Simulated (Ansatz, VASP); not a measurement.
# One calculation of Sn, two programs

```
Sn
1.0
     0.00000    3.16734    3.16734
     3.16734    0.00000    3.16734
     3.16734    3.16734    0.00000
Sn
2
Cartesian
  4.7510 4.7510 4.7510
  3.1673 3.1673 3.1673
```

Alike in both runs: task single point; functional BLYP; k mesh 7 × 7 × 7; occupations fermi-dirac, width 0.05 eV; no spin polarisation.

|  | VASP | Ansatz |
| --- | --- | --- |
| version | VASP 6.6.1 | Ansatz 0.2.0 |
| potentials or method | VASP PAW PBE potentials, release 64 (Sn_d) | Ansatz PAW |
| plane-wave cutoff (eV) | 520 | 420 |
| valence electrons in the cell | 28 | 28 |

```csv
,VASP,Ansatz,Ansatz less VASP
gap on the k mesh at the Fermi level (eV),none,none,-
pressure (GPa),10.6,10.5,-0.03
```

VASP's potentials were made for PBE, not for BLYP. A gap of «none» marks a metal or a gap that the smearing closes. With one functional, cell and mesh, what is left measures potentials, basis and numerics.
